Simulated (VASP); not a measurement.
# B (P6_3/mmc) in VASP: further runs, part 2 of 2

VASP 6.6.1. The steps go on from the part before.

## Step 5: Single point, PBE (volume scaled by 1.08)

INCAR

```
ALGO = Normal ; EDIFF = 1E-6
ENCUT = 500 ; GGA = PE
GGA_COMPAT = F ; ISIF = 2
ISMEAR = -1 ; LASPH = T
LCHARG = T ; LELF = T
LREAL = F ; LVHAR = T
LWAVE = F ; NBANDS = 14
NELM = 120 ; PREC = Accurate
SIGMA = 0.1
```

KPOINTS

```
k-points
0
Gamma
  23 23 2
```

POSCAR

```
B
1.0
    1.7597576802      0.0000000000      0.0000000000
   -0.8798788401      1.5239948556      0.0000000000
    0.0000000000      0.0000000000     18.8045625467
B
4
Direct
    1.0000000000      1.0000000000      1.0000000000
    1.0000000000      1.0000000000      0.5000000000
    0.3333333333      0.6666666667      0.2500000000
    0.6666666667      0.3333333333      0.7500000000
```

Potentials or basis: VASP PAW PBE potentials, release 64 (B).

On the command line:

```console
$ cat potpaw_PBE.64/B/POTCAR > POTCAR
$ mpirun -np 1 vasp_std > vasp.out
```

OUTCAR:

```text
EDIFF = 1E-6
   ENCUT = 500
   GGA = PE
   ISIF = 2
   ISMEAR = -1
   LASPH = T
   LREAL = F
   NELM = 120
   PREC = Accurate

 ion  position               nearest neighbor table
   1  0.000  0.000  0.000-
   2  0.000  0.000  0.500-
   3  0.333  0.667  0.250-
   4  0.667  0.333  0.750-

  LATTYP: Found a hexagonal cell.
 ALAT       =     1.7597576802
 C/A-ratio  =    10.6858817883

  Lattice vectors:

 A1 = (   1.7597576802,   0.0000000000,   0.0000000000)
 A2 = (  -0.8798788401,   1.5239948556,   0.0000000000)
 A3 = (   0.0000000000,   0.0000000000,  18.8045625467)

Analysis of symmetry for initial positions (statically):
=====================================================================
 Subroutine PRICEL returns:
 Original cell was already a primitive cell.

 Routine SETGRP: Setting up the symmetry group for a
 hexagonal supercell.

 Subroutine GETGRP returns: Found 24 space group operations
 (whereof 12 operations were pure point group operations)
 out of a pool of 24 trial point group operations.

The static configuration has the point symmetry D_3d.
 The point group associated with its full space group is D_6h.

Analysis of symmetry for dynamics (positions and initial velocities):
=====================================================================
 Subroutine PRICEL returns:
 Original cell was already a primitive cell.

 Routine SETGRP: Setting up the symmetry group for a
 hexagonal supercell.

 Subroutine GETGRP returns: Found 24 space group operations
 (whereof 12 operations were pure point group operations)
 out of a pool of 24 trial point group operations.

The dynamic configuration has the point symmetry D_3d.
 The point group associated with its full space group is D_6h.

 Subroutine INISYM returns: Found 24 space group operations
 (whereof 12 operations are pure point group operations),
 and found     1 'primitive' translations

----------------------------------------------------------------------------------------

                                     Primitive cell

  volume of cell :      50.4312

  direct lattice vectors                    reciprocal lattice vectors
     1.759757680  0.000000000  0.000000000     0.568260057  0.328085097  0.000000000
    -0.879878840  1.523994856  0.000000000     0.000000000  0.656170194  0.000000000
     0.000000000  0.000000000 18.804562547     0.000000000  0.000000000  0.053178584

  length of vectors
     1.759757680  1.759757680 18.804562547     0.656170194  0.656170194  0.053178584

  position of ions in fractional coordinates (direct lattice)
     0.000000000  0.000000000  0.000000000
     0.000000000  0.000000000  0.500000000
     0.333333333  0.666666667  0.250000000
     0.666666667  0.333333333  0.750000000

  ion indices of the primitive-cell ions
   primitive index   ion index
                 1           1
                 2           2
                 3           3
                 4           4

----------------------------------------------------------------------------------------

 KPOINTS: k-points

[... 26 lines left out ...]
  0.086957 -0.000000  0.000000      6.000000
  0.130435  0.000000  0.000000      6.000000
  0.173913 -0.000000  0.000000      6.000000
  0.217391 -0.000000  0.000000      6.000000
[... 16 lines left out ...]
  0.478261  0.043478  0.000000      6.000000
  0.086957  0.086957  0.000000      6.000000
 [... further k-points ...]
   k-points           NKPTS =    112   k-points in BZ     NKDIM =    112   number of bands    NBANDS=     14
   number of dos      NEDOS =    301   number of ions     NIONS =      4
   total plane-waves  NPLWV =  27440
   dimension x,y,z NGX =    14 NGY =   14 NGZ =  140
   dimension x,y,z NGXF=    28 NGYF=   28 NGZF=  280
   ions per type =               4
   NGX,Y,Z   is equivalent  to a cutoff of  13.23, 13.23, 12.38 a.u.
   NGXF,Y,Z  is equivalent  to a cutoff of  26.45, 26.45, 24.75 a.u.
 SYSTEM =  unknown system
   PREC   = accura    normal or accurate (medium, high low for compatibility)
   ISTART =      0    job   : 0-new  1-cont  2-samecut
   ICHARG =      2    charge: 1-file 2-atom 10-const
   ISPIN  =      1    spin polarized calculation?
   LNONCOLLINEAR =      F non collinear calculations
   LSORBIT =      F    spin-orbit coupling
   LASPH  =      T    aspherical Exc in radial PAW
   ENCUT  =  500.0 eV  36.75 Ry    6.06 a.u.   3.21  3.21 34.29*2*pi/ulx,y,z
   NELM   =    120;   NELMIN=  2; NELMDL= -5     # of ELM steps
   EDIFF  = 0.1E-05   stopping-criterion for ELM
   LREAL  =      F    real-space projection
   EDIFFG = 0.1E-04   stopping-criterion for IOM
   NSW    =      0    number of steps for IOM
   IBRION =     -1    ionic relax: 0-MD 1-quasi-New 2-CG
   NFREE  =      0    steps in history (QN), initial steepest desc. (CG)
   ISIF   =      2    stress and relaxation
   ISYM   =      2    0-nonsym 1-usesym 2-fastsym
   POTIM  = 0.5000    time-step for ionic-motion
   TEBEG  =    0.0;   TEEND  =   0.0 temperature during run
   PSTRESS=    0.0 pullay stress
   NELECT =      12.0000    total number of electrons
   NUPDOWN=      -1.0000    fix difference up-down
   EMIN   =  10.00;   EMAX   =-10.00  energy-range for DOS
   EFERMI =   0.00;   METHOD = LEGACY
   ISMEAR =    -1;   SIGMA  =   0.10  broadening in eV -4-tet -1-fermi 0-gaus
   EFERMI_NEDOS =   21; number of points for ismear=-14 and -15
   IALGO  =     38    algorithm
   IMIX   =      4    mixing-type and parameters
     AMIX     =   0.40;   BMIX     =  1.00
     AMIX_MAG =   1.60;   BMIX_MAG =  1.00
  volume/ion in A,a.u.               =      12.61        85.08
  Fermi-wavevector in a.u.,A,eV,Ry     =   1.014461  1.917053 14.002180  1.029131
  Thomas-Fermi vector in A             =   2.147690
   LORBIT       =      0    0 simple, 1 ext, 2 COOP (PROOUT), +10 PAW based schemes
   GGA     = PE    functional components
   LHFCALC =     F    Hartree Fock is set to
   AEXX    =    0.0000 exact exchange contribution
   IVDW    =     0    specifies the selected vdW correction
   LEPSILON=     F    determine dielectric tensor
   LRPA    =     F    only Hartree local field effects (RPA)
 non-spin polarized calculation
  energy-cutoff  :      500.00
  volume of cell :       50.43
 maximum number of plane-waves:      1311
 NGX is ok and might be reduce to    14
   NGX =  7   NGY =  7   NGZ = 69

 number of electron      12.0000000 magnetization

 Free energy of the ion-electron system (eV)
  ---------------------------------------------------
  ext. energy  EPLUGINS =         0.00000000
  ---------------------------------------------------
  free energy    TOTEN  =       -23.84601113 eV

  energy without entropy =      -23.80343403  energy(sigma->0) =      -23.82472258

 E-fermi :   2.9354     XC(G=0):  -8.3049

 val. band max:        2.9032943048   @ k =   0.2609   0.1304   0.0000
 cond. band min:       2.9989743076   @ k =   0.3478   0.0000   0.0000
 fundamental gap:      0.0956800028
 Fermi energy:         2.9353617963

 k-point     1 :       0.0000    0.0000    0.0000
  band No.  band energies     occupation
      1     -13.5749      2.00000
      2     -13.5580      2.00000
      3     -13.5580      2.00000
      4     -13.5408      2.00000
      5      -4.4829      2.00000
      6      -4.2867      2.00000
      7      -4.2867      2.00000
      8      -4.0733      2.00000
      9       4.9011      0.00000
     10       6.0507      0.00000
     11       6.0507      0.00000
     12       8.2082      0.00000
     13      10.4776      0.00000
     14      13.8295      0.00000
[... 377 lines left out ...]
      1     -12.5775      2.00000
      2     -12.5624      2.00000
      3     -12.5624      2.00000
      4     -12.5472      2.00000
      5      -3.0789      2.00000
      6      -2.8868      2.00000
      7      -2.8868      2.00000
      8      -2.6776      2.00000
      9       6.2215      0.00000
     10       7.3707      0.00000
     11       7.3707      0.00000
     12       9.6220      0.00000
     13      11.5020      0.00000
     14      14.9095      0.00000

 [... further k-points ...]
[... 5 lines left out ...]
  --------------------------------------------------------------------------------------
  -------------------------------------------------------------------------------------
  Total       -5.0381675     -5.0381675     -0.0828848     -0.0000000      0.0000000      0.0000000
  in kB     -160.0602837   -160.0602837     -2.6332126     -0.0000000      0.0000000      0.0000000
  external PRESSURE =    -107.5845933 kB  Pullay stress =       0.0000000 kB

 VOLUME and BASIS-vectors are now :
 -----------------------------------------------------------------------------
  energy-cutoff  :      500.00
  volume of cell :       50.43
      direct lattice vectors                 reciprocal lattice vectors
     1.759757680  0.000000000  0.000000000     0.568260057  0.328085097  0.000000000
    -0.879878840  1.523994856  0.000000000     0.000000000  0.656170194  0.000000000
     0.000000000  0.000000000 18.804562547     0.000000000  0.000000000  0.053178584

 POSITION                                       TOTAL-FORCE (eV/Angst)
 -----------------------------------------------------------------------------------
      0.00000      0.00000      0.00000        -0.000000      0.000000     -0.000000
      0.00000      0.00000      9.40228        -0.000000      0.000000     -0.000000
     -0.00000      1.01600      4.70114        -0.000000      0.000000     -0.000000
      0.87988      0.50800     14.10342         0.000000      0.000000      0.000000
 -----------------------------------------------------------------------------------
    total drift:                               -0.000000      0.000000      0.000000

  FREE ENERGIE OF THE ION-ELECTRON SYSTEM (eV)
  ---------------------------------------------------
  free  energy   TOTEN  =       -23.8460111277 eV

  energy  without entropy=      -23.8034340334  energy(sigma->0) =      -23.82472258
```

It took 2.1 min on 1 thread of AMD EPYC 7R43 (Zen 3), shared host; peak memory 0.16 GiB.

What came out:

```
Free energy            : -23.8460 eV
Pressure               : -10.8 GPa
Band gap on the k mesh : zero (band 6 reaches 6.04 eV, above the bottom of band 7 at -4.29 eV)
```

Caveat: this functional lacks dispersion, which binds the layers, so the pressure and a relaxed spacing across them are unreliable.

## Step 6: Overview

| cell | gap on the mesh (eV) | pressure (GPa) |
| --- | --- | --- |
| a = 1.692, b = 1.692, c = 18.081 Å, angles 90.0, 90.0, 120.0°, 4 atoms | none | 5.0 |
| a = 1.715, b = 1.715, c = 18.328 Å, angles 90.0, 90.0, 120.0°, 4 atoms | none | -1.3 |
| a = 1.738, b = 1.738, c = 18.569 Å, angles 90.0, 90.0, 120.0°, 4 atoms | none | -6.5 |
| a = 1.760, b = 1.760, c = 18.805 Å, angles 90.0, 90.0, 120.0°, 4 atoms | none | -10.8 |

Alike in all rows: task single point; level PBE; potentials or basis VASP PAW PBE potentials, release 64 (B); no spin polarisation; k mesh 23 × 23 × 2; cutoff (eV) 500; smearing fermi-dirac 0.1 eV.

Caveats: this functional lacks dispersion, which binds the layers, so the pressure and a relaxed spacing across them are unreliable.

Absolute energies hang on the potentials; compare differences alone.
